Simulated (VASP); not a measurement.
# Mg (P6_3/mmc) in VASP: notebook

The runs below take Mg through single point, with PBE.

All numbers are computed with VASP 6.6.1; they aren't measurements. Logs are shortened: lines on timing, memory, paths and dates and some standing lists are left out, and cuts for length are marked.

### 1 The cell of the first run

Symmetry: P6_3/mmc, No. 194, hexagonal system. Conventional cell: a = 3.210 Å, b = 3.210 Å, c = 10.319 Å, α = 90.00°, β = 90.00°, γ = 120.00°. Mg (site symmetry -3m) has 12 Mg at 3.18 to 3.21 Å within 4.2 Å. Within 4.2 Å of Mg (site symmetry -6m2) lie 12 Mg at 3.18 to 3.21 Å.

### 2 Single point, PBE

Contents of INCAR:

```
PREC     = Accurate       # precision mode
ENCUT    = 520            # plane-wave cutoff, eV
EDIFF    = 1E-7           # SCF threshold, eV
ISMEAR   = 0              # smearing method
SIGMA    = 0.1            # smearing width, eV
LREAL    = False          # projectors in reciprocal space
LASPH    = True           # aspherical terms in the spheres
NELM     = 100            # most SCF steps
ALGO     = Normal         # electronic algorithm
ISIF     = 2              # what is computed and relaxed
LWAVE    = False          # write WAVECAR
LCHARG   = False          # write CHGCAR
GGA      = PE             # functional
NBANDS   = 12             # bands
```

Contents of KPOINTS:

```
Automatic mesh
0
Gamma
  15 15 4
```

Contents of POSCAR:

```
Mg
1.0
    3.2102761295      0.0000000000      0.0000000000
   -1.6051380647      2.7801806813      0.0000000000
    0.0000000000      0.0000000000     10.3191049828
Mg
4
Direct
    0.0000000000      0.0000000000      0.0000000000
    0.3333333333      0.6666666667      0.2500000000
    0.0000000000      0.0000000000      0.5000000000
    0.6666666667      0.3333333333      0.7500000000
```

Potentials or basis: VASP PAW PBE potentials, release 64 (Mg).

Run with:

```bash
$ cat potpaw_PBE.64/Mg/POTCAR > POTCAR
$ mpirun -np 1 vasp_std > vasp.out
```

OUTCAR:

```text
PREC = Accurate
   ENCUT = 520
   EDIFF = 1E-7
   ISMEAR = 0
   LREAL = False
   LASPH = True
   NELM = 100
   ISIF = 2
   GGA = PE

 ion  position               nearest neighbor table
   1  0.000  0.000  0.000-   2 3.18   4 3.18   2 3.18   4 3.18   4 3.18   2 3.18
   2  0.333  0.667  0.250-   1 3.18   3 3.18   1 3.18   3 3.18   1 3.18   3 3.18
   3  0.000  0.000  0.500-   2 3.18   4 3.18   2 3.18   4 3.18   4 3.18   2 3.18
   4  0.667  0.333  0.750-   1 3.18   3 3.18   1 3.18   3 3.18   1 3.18   3 3.18

  LATTYP: Found a hexagonal cell.
 ALAT       =     3.2102761295
 C/A-ratio  =     3.2143979417

  Lattice vectors:

 A1 = (   3.2102761295,   0.0000000000,   0.0000000000)
 A2 = (  -1.6051380647,   2.7801806813,   0.0000000000)
 A3 = (   0.0000000000,   0.0000000000,  10.3191049828)

Analysis of symmetry for initial positions (statically):
=====================================================================
 Subroutine PRICEL returns:
 Original cell was already a primitive cell.

 Routine SETGRP: Setting up the symmetry group for a
 hexagonal supercell.

 Subroutine GETGRP returns: Found 24 space group operations
 (whereof 12 operations were pure point group operations)
 out of a pool of 24 trial point group operations.

The static configuration has the point symmetry D_3d.
 The point group associated with its full space group is D_6h.

Analysis of symmetry for dynamics (positions and initial velocities):
=====================================================================
 Subroutine PRICEL returns:
 Original cell was already a primitive cell.

 Routine SETGRP: Setting up the symmetry group for a
 hexagonal supercell.

 Subroutine GETGRP returns: Found 24 space group operations
 (whereof 12 operations were pure point group operations)
 out of a pool of 24 trial point group operations.

The dynamic configuration has the point symmetry D_3d.
 The point group associated with its full space group is D_6h.

 Subroutine INISYM returns: Found 24 space group operations
 (whereof 12 operations are pure point group operations),
 and found     1 'primitive' translations

----------------------------------------------------------------------------------------

                                     Primitive cell

  volume of cell :      92.0995

  direct lattice vectors                    reciprocal lattice vectors
     3.210276129  0.000000000  0.000000000     0.311499684  0.179844426  0.000000000
    -1.605138065  2.780180681  0.000000000     0.000000000  0.359688853  0.000000000
     0.000000000  0.000000000 10.319104983     0.000000000  0.000000000  0.096907629

  length of vectors
     3.210276129  3.210276129 10.319104983     0.359688853  0.359688853  0.096907629

  position of ions in fractional coordinates (direct lattice)
     0.000000000  0.000000000  0.000000000
     0.333333333  0.666666667  0.250000000
     0.000000000  0.000000000  0.500000000
     0.666666667  0.333333333  0.750000000

  ion indices of the primitive-cell ions
   primitive index   ion index
                 1           1
                 2           2
                 3           3
                 4           4

----------------------------------------------------------------------------------------

 KPOINTS: Automatic mesh

Automatic generation of k-mesh.
 Grid dimensions read from file:
 generate k-points for:   15   15    4

 Generating k-lattice:

  Cartesian coordinates                     Fractional coordinates (reciprocal lattice)
     0.020766646  0.011989628  0.000000000     0.066666667 -0.000000000  0.000000000
     0.000000000  0.023979257  0.000000000     0.000000000  0.066666667  0.000000000
     0.000000000  0.000000000  0.024226907     0.000000000  0.000000000  0.250000000

  Length of vectors
     0.023979257  0.023979257  0.024226907

  Shift w.r.t. Gamma in fractional coordinates (k-lattice)
     0.000000000  0.000000000  0.000000000

 Subroutine IBZKPT returns following result:
 ===========================================

 Found     81 irreducible k-points:

 Following reciprocal coordinates:
            Coordinates               Weight
  0.000000  0.000000  0.000000      1.000000
  0.066667 -0.000000  0.000000      6.000000
  0.133333  0.000000  0.000000      6.000000
  0.200000 -0.000000  0.000000      6.000000
  0.266667  0.000000  0.000000      6.000000
  0.333333  0.000000  0.000000      6.000000
[... 16 lines left out ...]
  0.333333  0.200000  0.000000     12.000000
  0.400000  0.200000  0.000000      6.000000
 [... further k-points ...]
   k-points           NKPTS =     81   k-points in BZ     NKDIM =     81   number of bands    NBANDS=     12
   number of dos      NEDOS =    301   number of ions     NIONS =      4
   total plane-waves  NPLWV =  46080
   dimension x,y,z NGX =    24 NGY =   24 NGZ =   80
   dimension x,y,z NGXF=    48 NGYF=   48 NGZF=  160
   ions per type =               4
   NGX,Y,Z   is equivalent  to a cutoff of  12.43, 12.43, 12.89 a.u.
   NGXF,Y,Z  is equivalent  to a cutoff of  24.86, 24.86, 25.78 a.u.
 SYSTEM =  unknown system
   PREC   = accura    normal or accurate (medium, high low for compatibility)
   ISTART =      0    job   : 0-new  1-cont  2-samecut
   ICHARG =      2    charge: 1-file 2-atom 10-const
   ISPIN  =      1    spin polarized calculation?
   LNONCOLLINEAR =      F non collinear calculations
   LSORBIT =      F    spin-orbit coupling
   LASPH  =      T    aspherical Exc in radial PAW
   ENCUT  =  520.0 eV  38.22 Ry    6.18 a.u.   5.97  5.97 19.19*2*pi/ulx,y,z
   NELM   =    100;   NELMIN=  2; NELMDL= -5     # of ELM steps
   EDIFF  = 0.1E-06   stopping-criterion for ELM
   LREAL  =      F    real-space projection
   EDIFFG = 0.1E-05   stopping-criterion for IOM
   NSW    =      0    number of steps for IOM
   IBRION =     -1    ionic relax: 0-MD 1-quasi-New 2-CG
   NFREE  =      0    steps in history (QN), initial steepest desc. (CG)
   ISIF   =      2    stress and relaxation
   ISYM   =      2    0-nonsym 1-usesym 2-fastsym
   POTIM  = 0.5000    time-step for ionic-motion
   TEBEG  =    0.0;   TEEND  =   0.0 temperature during run
   PSTRESS=    0.0 pullay stress
   NELECT =       8.0000    total number of electrons
   NUPDOWN=      -1.0000    fix difference up-down
   EMIN   =  10.00;   EMAX   =-10.00  energy-range for DOS
   EFERMI =   0.00;   METHOD = LEGACY
   ISMEAR =     0;   SIGMA  =   0.10  broadening in eV -4-tet -1-fermi 0-gaus
   EFERMI_NEDOS =   21; number of points for ismear=-14 and -15
   IALGO  =     38    algorithm
   IMIX   =      4    mixing-type and parameters
     AMIX     =   0.40;   BMIX     =  1.00
     AMIX_MAG =   1.60;   BMIX_MAG =  1.00
  volume/ion in A,a.u.               =      23.02       155.38
  Fermi-wavevector in a.u.,A,eV,Ry     =   0.725024  1.370097  7.152035  0.525660
  Thomas-Fermi vector in A             =   1.815641
   LORBIT       =      0    0 simple, 1 ext, 2 COOP (PROOUT), +10 PAW based schemes
   GGA     = PE    functional components
   LHFCALC =     F    Hartree Fock is set to
   AEXX    =    0.0000 exact exchange contribution
   IVDW    =     0    specifies the selected vdW correction
   LEPSILON=     F    determine dielectric tensor
   LRPA    =     F    only Hartree local field effects (RPA)
 non-spin polarized calculation
 Gauss-broadening in eV      SIGMA  =   0.10
  energy-cutoff  :      520.00
  volume of cell :       92.10
 maximum number of plane-waves:      2514
 NGX is ok and might be reduce to    24
   NGX = 11   NGY = 11   NGZ = 39

 number of electron       8.0000000 magnetization

 Free energy of the ion-electron system (eV)
  ---------------------------------------------------
  ext. energy  EPLUGINS =         0.00000000
  ---------------------------------------------------
  free energy    TOTEN  =        -6.00430362 eV

  energy without entropy =       -5.99360742  energy(sigma->0) =       -5.99895552

 E-fermi :   2.6125     XC(G=0):  -8.4821

 val. band max:        2.6007493324   @ k =   0.4000   0.0667   0.5000
 cond. band min:       2.6455659297   @ k =   0.3333   0.1333   0.2500
 fundamental gap:      0.0448165973
 Fermi energy:         2.6124744385

 k-point     1 :       0.0000    0.0000    0.0000
  band No.  band energies     occupation
      1      -4.3012      2.00000
      2      -2.8941      2.00000
      3      -2.8935      2.00000
      4       0.9903      2.00000
      5       1.4698      2.00000
      6       7.7861      0.00000
      7       7.7964      0.00000
      8      13.4482      0.00000
      9      13.4482      0.00000
     10      13.4911      0.00000
     11      13.4911      0.00000
     12      14.2352      0.00000

 k-point     2 :       0.0667   -0.0000    0.0000
  band No.  band energies     occupation
      1      -4.2144      2.00000
      2      -2.8087      2.00000
      3      -2.8080      2.00000
      4       1.0695      2.00000
      5       1.5541      2.00000
      6       7.8498      0.00000
      7       7.8649      0.00000
      8      11.7324      0.00000
      9      12.4559      0.00000
     10      12.7637      0.00000
     11      12.8427      0.00000
     12      13.4441      0.00000

 k-point     3 :       0.1333    0.0000    0.0000
  band No.  band energies     occupation
      1      -3.9546      2.00000
      2      -2.5527      2.00000
      3      -2.5519      2.00000
      4       1.3069      2.00000
      5       1.8053      2.00000
      6       8.0045      0.00000
      7       8.0562      0.00000
      8       9.7692      0.00000
      9      10.8266      0.00000
     10      10.9124      0.00000
     11      11.5809      0.00000
     12      12.4993      0.00000
[... 286 lines left out ...]
 k-point    23 :       0.3333    0.2000    0.0000
  band No.  band energies     occupation
      1      -0.1414      2.00000
      2       1.1817      2.00000
      3       1.1892      2.00000
      4       2.3021      1.99999
      5       3.6593      0.00000
      6       3.6613      0.00000
      7       4.5346      0.00000
      8       4.9070      0.00000
      9       5.6019      0.00000
     10       6.2126      0.00000
     11       6.6948      0.00000
     12       7.3355      0.00000

 k-point    24 :       0.4000    0.2000    0.0000
  band No.  band energies     occupation
      1       1.0059      2.00000
      2       1.0095      2.00000
      3       2.0728      2.00000
      4       2.0751      2.00000
      5       2.6523      0.57335
      6       2.6526      0.57029
      7       4.5332      0.00000
      8       5.7329      0.00000
      9       5.9160      0.00000
     10       5.9164      0.00000
     11       6.3627      0.00000
     12       7.2063      0.00000

 [... further k-points ...]

------------------------ aborting loop because EDIFF is reached ----------------------------------------

  FORCE on cell =-STRESS in cart. coord.  units (eV):
  Direction    XX          YY          ZZ          XY          YZ          ZX
  --------------------------------------------------------------------------------------
  -------------------------------------------------------------------------------------
  Total       -0.0699321     -0.0699321     -0.0821598     -0.0000000      0.0000000      0.0000000
  in kB       -1.2165501     -1.2165501     -1.4292643     -0.0000000      0.0000000      0.0000000
  external PRESSURE =      -1.2874548 kB  Pullay stress =       0.0000000 kB

 VOLUME and BASIS-vectors are now :
 -----------------------------------------------------------------------------
  energy-cutoff  :      520.00
  volume of cell :       92.10
      direct lattice vectors                 reciprocal lattice vectors
     3.210276129  0.000000000  0.000000000     0.311499684  0.179844426  0.000000000
    -1.605138065  2.780180681  0.000000000     0.000000000  0.359688853  0.000000000
     0.000000000  0.000000000 10.319104983     0.000000000  0.000000000  0.096907629

 POSITION                                       TOTAL-FORCE (eV/Angst)
 -----------------------------------------------------------------------------------
      0.00000      0.00000      0.00000         0.000000      0.000000      0.000000
     -0.00000      1.85345      2.57978         0.000000     -0.000000      0.000000
      0.00000      0.00000      5.15955         0.000000      0.000000      0.000000
      1.60514      0.92673      7.73933        -0.000000      0.000000     -0.000000
 -----------------------------------------------------------------------------------
    total drift:                                0.000000     -0.000000      0.000000

  FREE ENERGIE OF THE ION-ELECTRON SYSTEM (eV)
  ---------------------------------------------------
  free  energy   TOTEN  =        -6.0043036226 eV

  energy  without entropy=       -5.9936074172  energy(sigma->0) =       -5.99895552
```

Wall time 52 s (1 thread of Intel Xeon Platinum 8375C at 2.90GHz (Ice Lake), shared host); peak memory 0.24 GiB.

What came out:

| Quantity | Value |
| --- | --- |
| Free energy | -6.0043 eV |
| Pressure | -0.1 GPa |
| Band gap on the k mesh | zero (band 4 reaches 3.57 eV, above the bottom of band 5 at 1.47 eV) |

### 3 Single point, PBE

Contents of INCAR:

```
ALGO = Normal
EDIFF = 1E-6
ENCUT = 520
GGA = PE
ISIF = 2
ISMEAR = 0
LASPH = True
LCHARG = True
LELF = True
LREAL = False
LVHAR = True
LWAVE = False
NBANDS = 12
NELM = 100
PREC = Accurate
SIGMA = 0.1
```

Contents of KPOINTS:

```
k-points
0
Gamma
  15 15 4
```

POSCAR is that of step 2.

Potentials or basis: VASP PAW PBE potentials, release 64 (Mg).

Run with:

```bash
$ cat potpaw_PBE.64/Mg/POTCAR > POTCAR
$ mpirun -np 1 vasp_std > vasp.out
```

Run time: 51 s. Hardware: 1 thread of Intel Xeon Platinum 8375C at 2.90GHz (Ice Lake), shared host; peak memory 0.24 GiB.

Results (log left out):

* Free energy: -6.0043 eV
* Pressure: -0.1 GPa
* Band gap on the k mesh: zero (band 4 reaches 3.57 eV, above the bottom of band 5 at 1.47 eV)

Levels at points of the mesh, in eV from the Fermi level:
```
           k point  band 2  band 3  band 4  band 5  band 6  band 7
(0.00, 0.00, 0.00)   -5.51   -5.51   -1.62   -1.14    5.17    5.18
(0.00, 0.00, 0.50)   -6.56   -3.78   -3.78    1.62    1.62    9.19
```
